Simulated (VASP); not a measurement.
# YN (Fm-3m) in VASP: a series of runs

The runs below take YN through single point, with r2SCAN.

Everything below comes from runs of VASP 6.6.1. Logs are shortened: lines on timing, memory, paths and dates and some standing lists are left out, and cuts for length are marked.

## (1) The cell of the first run

The structure is cubic, space group Fm-3m (No. 225). Conventional cell: a = 4.992 Å, b = 4.992 Å, c = 4.992 Å, α = 90.00°, β = 90.00°, γ = 90.00°. Within 3.3 Å of Y (site symmetry m-3m) lie 6 N at 2.50 Å. N (site symmetry m-3m) has 6 Y at 2.50 Å within 3.3 Å.

## (2) Single point, r2SCAN (15.55 Å³/atom)

Contents of POSCAR:

```
YN
1.0
    0.0000000000      2.4960611068      2.4960611068
    2.4960611068      0.0000000000      2.4960611068
    2.4960611068      2.4960611068      0.0000000000
Y N
1 1
Direct
    0.0000000000      0.0000000000      0.0000000000
    0.5000000000      0.5000000000      0.5000000000
```

Contents of INCAR.step1:

```
SYSTEM = YN
ALGO = Normal
EDIFF = 1E-5
ENCUT = 660
GGA = PE
GGA_COMPAT = .FALSE.
ISMEAR = 0
LASPH = .TRUE.
LCHARG = .FALSE.
LREAL = .FALSE.
LWAVE = .TRUE.
NBANDS = 15
NELM = 120
PREC = Accurate
SIGMA = 0.01
```

Contents of INCAR.step2:

```
SYSTEM = YN
ALGO = Normal
EDIFF = 1E-6
ENCUT = 660
GGA_COMPAT = .FALSE.
ISIF = 2
ISMEAR = 0
ISTART = 1
LASPH = .TRUE.
LCHARG = .TRUE.
LELF = .TRUE.
LMIXTAU = .TRUE.
LREAL = .FALSE.
LVHAR = .TRUE.
LWAVE = .FALSE.
METAGGA = R2SCAN
NBANDS = 15
NELM = 120
PREC = Accurate
SIGMA = 0.01
```

Contents of KPOINTS:

```
k-points
0
G
  8 8 8
  0 0 0
```

Potentials or basis: VASP PAW PBE potentials, release 64 (Y_sv, N).

Command:

```
cat potpaw_PBE.64/Y_sv/POTCAR potpaw_PBE.64/N/POTCAR > POTCAR
cp INCAR.step1 INCAR
mpirun -np 1 vasp_std > vasp.out
cp INCAR.step2 INCAR
mpirun -np 1 vasp_std > vasp.out
```

OUTCAR:

```text
SYSTEM = YN
   EDIFF = 1E-6
   ENCUT = 660
   ISIF = 2
   ISMEAR = 0
   ISTART = 1
   LASPH = .TRUE.
   LREAL = .FALSE.
   METAGGA = R2SCAN
   NELM = 120
   PREC = Accurate

 ion  position               nearest neighbor table
   1  0.000  0.000  0.000-   2 2.50   2 2.50   2 2.50   2 2.50   2 2.50   2 2.50
   2  0.500  0.500  0.500-   1 2.50   1 2.50   1 2.50   1 2.50   1 2.50   1 2.50

  LATTYP: Found a face centered cubic cell.
 ALAT       =     4.9921222136

  Lattice vectors:

 A1 = (   0.0000000000,   2.4960611068,   2.4960611068)
 A2 = (   2.4960611068,   0.0000000000,   2.4960611068)
 A3 = (   2.4960611068,   2.4960611068,   0.0000000000)

Analysis of symmetry for initial positions (statically):
=====================================================================
 Subroutine PRICEL returns:
 Original cell was already a primitive cell.

 Routine SETGRP: Setting up the symmetry group for a
 face centered cubic supercell.

 Subroutine GETGRP returns: Found 48 space group operations
 (whereof 48 operations were pure point group operations)
 out of a pool of 48 trial point group operations.

The static configuration has the point symmetry O_h .

Analysis of symmetry for dynamics (positions and initial velocities):
=====================================================================
 Subroutine PRICEL returns:
 Original cell was already a primitive cell.

 Routine SETGRP: Setting up the symmetry group for a
 face centered cubic supercell.

 Subroutine GETGRP returns: Found 48 space group operations
 (whereof 48 operations were pure point group operations)
 out of a pool of 48 trial point group operations.

The dynamic configuration has the point symmetry O_h .

 Subroutine INISYM returns: Found 48 space group operations
 (whereof 48 operations are pure point group operations),
 and found     1 'primitive' translations

----------------------------------------------------------------------------------------

                                     Primitive cell

  volume of cell :      31.1025

  direct lattice vectors                    reciprocal lattice vectors
     0.000000000  2.496061107  2.496061107    -0.200315609  0.200315609  0.200315609
     2.496061107  0.000000000  2.496061107     0.200315609 -0.200315609  0.200315609
     2.496061107  2.496061107  0.000000000     0.200315609  0.200315609 -0.200315609

  length of vectors
     3.529963470  3.529963470  3.529963470     0.346956812  0.346956812  0.346956812

  position of ions in fractional coordinates (direct lattice)
     0.000000000  0.000000000  0.000000000
     0.500000000  0.500000000  0.500000000

  ion indices of the primitive-cell ions
   primitive index   ion index
                 1           1
                 2           2

----------------------------------------------------------------------------------------

 KPOINTS: k-points

Automatic generation of k-mesh.
 Grid dimensions read from file:
 generate k-points for:    8    8    8

 Generating k-lattice:

  Cartesian coordinates                     Fractional coordinates (reciprocal lattice)
    -0.025039451  0.025039451  0.025039451     0.125000000  0.000000000  0.000000000
     0.025039451 -0.025039451  0.025039451     0.000000000  0.125000000  0.000000000
     0.025039451  0.025039451 -0.025039451     0.000000000  0.000000000  0.125000000

  Length of vectors
     0.043369601  0.043369601  0.043369601

  Shift w.r.t. Gamma in fractional coordinates (k-lattice)
     0.000000000  0.000000000  0.000000000

 Subroutine IBZKPT returns following result:
 ===========================================

 Found     29 irreducible k-points:

 Following reciprocal coordinates:
            Coordinates               Weight
  0.000000  0.000000  0.000000      1.000000
  0.125000  0.000000  0.000000      8.000000
  0.250000  0.000000  0.000000      8.000000
  0.375000  0.000000  0.000000      8.000000
  0.500000  0.000000  0.000000      4.000000
  0.125000  0.125000  0.000000      6.000000
[... 16 lines left out ...]
  0.500000  0.250000  0.125000     48.000000
 -0.375000  0.250000  0.125000     24.000000
 [... further k-points ...]
   k-points           NKPTS =     29   k-points in BZ     NKDIM =     29   number of bands    NBANDS=     15
   number of dos      NEDOS =    301   number of ions     NIONS =      2
   total plane-waves  NPLWV =  27000
   dimension x,y,z NGX =    30 NGY =   30 NGZ =   30
   dimension x,y,z NGXF=    60 NGYF=   60 NGZF=   60
   ions per type =               1   1
   NGX,Y,Z   is equivalent  to a cutoff of  14.13, 14.13, 14.13 a.u.
   NGXF,Y,Z  is equivalent  to a cutoff of  28.26, 28.26, 28.26 a.u.
 SYSTEM =  YN
   PREC   = accura    normal or accurate (medium, high low for compatibility)
   ISTART =      1    job   : 0-new  1-cont  2-samecut
   ICHARG =      0    charge: 1-file 2-atom 10-const
   ISPIN  =      1    spin polarized calculation?
   LNONCOLLINEAR =      F non collinear calculations
   LSORBIT =      F    spin-orbit coupling
   LASPH  =      T    aspherical Exc in radial PAW
   ENCUT  =  660.0 eV  48.51 Ry    6.96 a.u.   7.39  7.39  7.39*2*pi/ulx,y,z
   NELM   =    120;   NELMIN=  2; NELMDL=  0     # of ELM steps
   EDIFF  = 0.1E-05   stopping-criterion for ELM
   LREAL  =      F    real-space projection
   EDIFFG = 0.1E-04   stopping-criterion for IOM
   NSW    =      0    number of steps for IOM
   IBRION =     -1    ionic relax: 0-MD 1-quasi-New 2-CG
   NFREE  =      0    steps in history (QN), initial steepest desc. (CG)
   ISIF   =      2    stress and relaxation
   ISYM   =      2    0-nonsym 1-usesym 2-fastsym
   POTIM  = 0.5000    time-step for ionic-motion
   TEBEG  =    0.0;   TEEND  =   0.0 temperature during run
   PSTRESS=    0.0 pullay stress
   NELECT =      16.0000    total number of electrons
   NUPDOWN=      -1.0000    fix difference up-down
   EMIN   =  10.00;   EMAX   =-10.00  energy-range for DOS
   EFERMI =   0.00;   METHOD = LEGACY
   ISMEAR =     0;   SIGMA  =   0.01  broadening in eV -4-tet -1-fermi 0-gaus
   EFERMI_NEDOS =   21; number of points for ismear=-14 and -15
   IALGO  =     38    algorithm
   IMIX   =      4    mixing-type and parameters
     AMIX     =   0.40;   BMIX     =  1.00
     AMIX_MAG =   1.60;   BMIX_MAG =  1.00
  volume/ion in A,a.u.               =      15.55       104.95
  Fermi-wavevector in a.u.,A,eV,Ry     =   1.311746  2.478840 23.411225  1.720676
  Thomas-Fermi vector in A             =   2.442186
   LORBIT       =      0    0 simple, 1 ext, 2 COOP (PROOUT), +10 PAW based schemes
   METAGGA = R2SCAN    functional components
   LHFCALC =     F    Hartree Fock is set to
   AEXX    =    0.0000 exact exchange contribution
   IVDW    =     0    specifies the selected vdW correction
   LEPSILON=     F    determine dielectric tensor
   LRPA    =     F    only Hartree local field effects (RPA)
 non-spin polarized calculation
 Gauss-broadening in eV      SIGMA  =   0.01
  energy-cutoff  :      660.00
  volume of cell :       31.10
 maximum number of plane-waves:      1243
 NGX is ok and might be reduce to    30
   NGX = 15   NGY = 15   NGZ = 15

 number of electron      15.9999999 magnetization

 Free energy of the ion-electron system (eV)
  ---------------------------------------------------
  ext. energy  EPLUGINS =         0.00000000
  ---------------------------------------------------
  free energy    TOTEN  =       -33.39227148 eV

  energy without entropy =      -33.39227148  energy(sigma->0) =      -33.39227148

 E-fermi :   3.7036     XC(G=0): -11.5507

 val. band max:        3.6551955415   @ k =   0.0000   0.0000   0.0000
 cond. band min:       4.3395851274   @ k =   0.5000   0.5000   0.0000
 fundamental gap:      0.6843895859
 Fermi energy:         3.7035871045

 k-point     1 :       0.0000    0.0000    0.0000
  band No.  band energies     occupation
      1     -38.8020      2.00000
      2     -17.8304      2.00000
      3     -17.8304      2.00000
      4     -17.8304      2.00000
      5      -9.8470      2.00000
      6       3.6552      2.00000
      7       3.6552      2.00000
      8       3.6552      2.00000
      9       7.1290      0.00000
     10       7.1290      0.00000
     11       7.1290      0.00000
     12       7.9441      0.00000
     13       8.9976      0.00000
     14       8.9976      0.00000
     15      15.0649      0.00000

 k-point     2 :       0.1250    0.0000    0.0000
  band No.  band energies     occupation
      1     -38.7886      2.00000
      2     -17.9803      2.00000
      3     -17.8402      2.00000
      4     -17.8402      2.00000
      5      -9.6235      2.00000
      6       2.7965      2.00000
      7       3.1962      2.00000
      8       3.1962      2.00000
      9       7.2349      0.00000
     10       7.4841      0.00000
     11       7.4841      0.00000
     12       8.7937      0.00000
     13       9.7124      0.00000
     14       9.7124      0.00000
     15      15.9703      0.00000

 k-point     3 :       0.2500    0.0000    0.0000
  band No.  band energies     occupation
      1     -38.7561      2.00000
      2     -18.3178      2.00000
      3     -17.8638      2.00000
      4     -17.8638      2.00000
      5      -9.0946      2.00000
      6       1.3375      2.00000
      7       2.3748      2.00000
      8       2.3748      2.00000
      9       7.6361      0.00000
     10       8.3985      0.00000
     11       8.3985      0.00000
     12      10.3371      0.00000
     13      11.2978      0.00000
     14      11.2978      0.00000
     15      17.5871      0.00000
[... 343 lines left out ...]
 k-point    23 :       0.5000    0.2500    0.1250
  band No.  band energies     occupation
      1     -38.7059      2.00000
      2     -18.5211      2.00000
      3     -18.0865      2.00000
      4     -17.9452      2.00000
      5      -8.7833      2.00000
      6       0.6782      2.00000
      7       1.8329      2.00000
      8       2.2110      2.00000
      9       7.3291      0.00000
     10       9.8132      0.00000
     11      10.1870      0.00000
     12      10.9176      0.00000
     13      12.7282      0.00000
     14      14.1973      0.00000
     15      16.8663      0.00000

 k-point    24 :      -0.3750    0.2500    0.1250
  band No.  band energies     occupation
      1     -38.6951      2.00000
      2     -18.5861      2.00000
      3     -18.1044      2.00000
      4     -17.9707      2.00000
      5      -8.6985      2.00000
      6       0.5833      2.00000
      7       1.8311      2.00000
      8       1.8646      2.00000
      9       8.4419      0.00000
     10       8.7505      0.00000
     11      10.6443      0.00000
     12      11.7108      0.00000
     13      13.2322      0.00000
     14      14.5919      0.00000
     15      16.4075      0.00000

 [... further k-points ...]
[... 5 lines left out ...]
  --------------------------------------------------------------------------------------
  -------------------------------------------------------------------------------------
  Total       -1.6435772     -1.6435772     -1.6435772     -0.0000000     -0.0000000     -0.0000000
  in kB      -84.6652248    -84.6652248    -84.6652248     -0.0000000     -0.0000000     -0.0000000
  external PRESSURE =     -84.6652248 kB  Pullay stress =       0.0000000 kB

 VOLUME and BASIS-vectors are now :
 -----------------------------------------------------------------------------
  energy-cutoff  :      660.00
  volume of cell :       31.10
      direct lattice vectors                 reciprocal lattice vectors
     0.000000000  2.496061107  2.496061107    -0.200315609  0.200315609  0.200315609
     2.496061107  0.000000000  2.496061107     0.200315609 -0.200315609  0.200315609
     2.496061107  2.496061107  0.000000000     0.200315609  0.200315609 -0.200315609

 POSITION                                       TOTAL-FORCE (eV/Angst)
 -----------------------------------------------------------------------------------
      0.00000      0.00000      0.00000         0.000000      0.000000      0.000000
      2.49606      2.49606      2.49606         0.000000      0.000000      0.000000
 -----------------------------------------------------------------------------------
    total drift:                                0.000000      0.000000      0.000000

  FREE ENERGIE OF THE ION-ELECTRON SYSTEM (eV)
  ---------------------------------------------------
  free  energy   TOTEN  =       -33.3922714832 eV

  energy  without entropy=      -33.3922714832  energy(sigma->0) =      -33.39227148
```

Wall time 85 s (1 thread of Intel Xeon Platinum 8375C at 2.90GHz (Ice Lake), shared host); peak memory 0.2 GiB.

Results:

| Property | Result |
| --- | --- |
| Free energy | -33.3923 eV |
| Pressure | -8.5 GPa |
| Band gap on the k mesh | 0.68 eV (least direct gap 1.13 eV) |

Levels at points of the mesh, in eV from the valence-band top:
| k point | band 5 | band 6 | band 7 | band 8 | band 9 | band 10 | band 11 | band 12 |
| --- | --- | --- | --- | --- | --- | --- | --- | --- |
| (0.00, 0.00, 0.00) | -13.50 | 0.00 | 0.00 | 0.00 | 3.47 | 3.47 | 3.47 | 4.29 |
| (0.50, 0.00, 0.00) | -12.00 | -3.88 | -2.12 | -2.12 | 5.92 | 6.52 | 6.52 | 6.93 |
| (0.50, 0.50, 0.00) | -13.10 | -1.64 | -0.45 | -0.45 | 0.68 | 6.94 | 7.16 | 7.90 |

Caveat: the cell stands under tension; semilocal functionals underestimate gaps, and a narrow one can read as zero; the PAW data sets were made with another functional, which shifts forces and pressure a little. A k mesh can miss the band edges.

## (3) Single point, r2SCAN

This run uses another cell than the first one, of 14.67 Å³/atom.

Contents of POSCAR:

```
YN
1.0
    0.0000000000      2.4480479766      2.4480479766
    2.4480479766      0.0000000000      2.4480479766
    2.4480479766      2.4480479766      0.0000000000
Y N
1 1
Direct
    0.0000000000      0.0000000000      0.0000000000
    0.5000000000      0.5000000000      0.5000000000
```

Contents of INCAR.step1:

```
  ALGO = Normal
  EDIFF = 1E-5
  ENCUT = 660
  GGA = PE
  GGA_COMPAT = False
  ISMEAR = 0
  LASPH = True
  LCHARG = False
  LREAL = False
  LWAVE = True
  NBANDS = 15
  NELM = 120
  PREC = Accurate
  SIGMA = 0.01
```

Contents of INCAR.step2:

```
  ALGO = Normal
  EDIFF = 1E-6
  ENCUT = 660
  GGA_COMPAT = False
  ISIF = 2
  ISMEAR = 0
  ISTART = 1
  LASPH = True
  LCHARG = False
  LMIXTAU = True
  LREAL = False
  LWAVE = False
  METAGGA = R2SCAN
  NBANDS = 15
  NELM = 120
  PREC = Accurate
  SIGMA = 0.01
```

Contents of KPOINTS:

```
k-points
0
Gamma
  10 10 10
```

Potentials or basis: VASP PAW PBE potentials, release 64 (Y_sv, N).

Command:

```
cat potpaw_PBE.64/Y_sv/POTCAR potpaw_PBE.64/N/POTCAR > POTCAR
cp INCAR.step1 INCAR
mpirun -np 1 vasp_std > vasp.out
cp INCAR.step2 INCAR
mpirun -np 1 vasp_std > vasp.out
```

Wall time 2.5 min (1 thread of Intel Xeon Platinum 8375C at 2.90GHz (Ice Lake), shared host); peak memory 0.21 GiB.

Results (log left out):

```yaml
Free_energy: -33.4423 eV
Pressure: 0.0 GPa
Band_gap_on_the_k_mesh: 0.60 eV (least direct gap 1.00 eV)
```

Levels at points of the mesh, in eV from the valence-band top:
```tsv
k point	band 5	band 6	band 7	band 8	band 9	band 10	band 11	band 12
(0.00, 0.00, 0.00)	-13.65	0.00	0.00	0.00	3.57	3.57	3.57	4.84
(0.50, 0.00, 0.00)	-11.91	-4.04	-2.28	-2.28	6.23	6.87	6.87	7.32
(0.50, 0.50, 0.00)	-13.27	-1.54	-0.41	-0.41	0.60	7.31	7.75	8.38
```

Caveat: semilocal functionals underestimate gaps, and a narrow one can read as zero; the PAW data sets were made with another functional, which shifts forces and pressure a little. A k mesh can miss the band edges.
